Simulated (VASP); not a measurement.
Here is a VASP 6.6.1 calculation.

The input INCAR:

```
SYSTEM = KF
PREC = Accurate ; ENCUT = 520
EDIFF = 1E-6 ; ISMEAR = 0
SIGMA = 0.05 ; LREAL = .FALSE.
LASPH = .TRUE. ; NELM = 80
ALGO = Normal ; ISIF = 2
LWAVE = .FALSE. ; LCHARG = .FALSE.
GGA = PE ; NBANDS = 15
```

The input KPOINTS:

```
regular mesh
0
G
  8 8 8
  0 0 0
```

File POSCAR:

```
KF
1.0
    3.3893132000      0.0000000000      0.0000000000
    0.0000000000      3.2589550000      0.0000000000
    0.0000000000      0.0000000000      3.2589550000
K F
1 1
Direct
    0.0000000000      0.0000000000      0.0000000000
    0.5000000000      0.5000000000      0.5000000000
```

Potentials or basis: VASP PAW PBE potentials, release 64 (K_sv, F).

Launch:

```sh
$ cat potpaw_PBE.64/K_sv/POTCAR potpaw_PBE.64/F/POTCAR > POTCAR
$ mpirun -np 1 vasp_std > vasp.out
```

(1) What does it give for the pressure?

(2) Predict the band gap on the k mesh.

Answers

(1) -1.2 GPa.

(2) 5.94 eV (least direct gap 6.00 eV).

Caveat: the cell differs from its parent crystal (strain +0.0400 x Voigt [1, 0, 0, 0, 0, 0]).
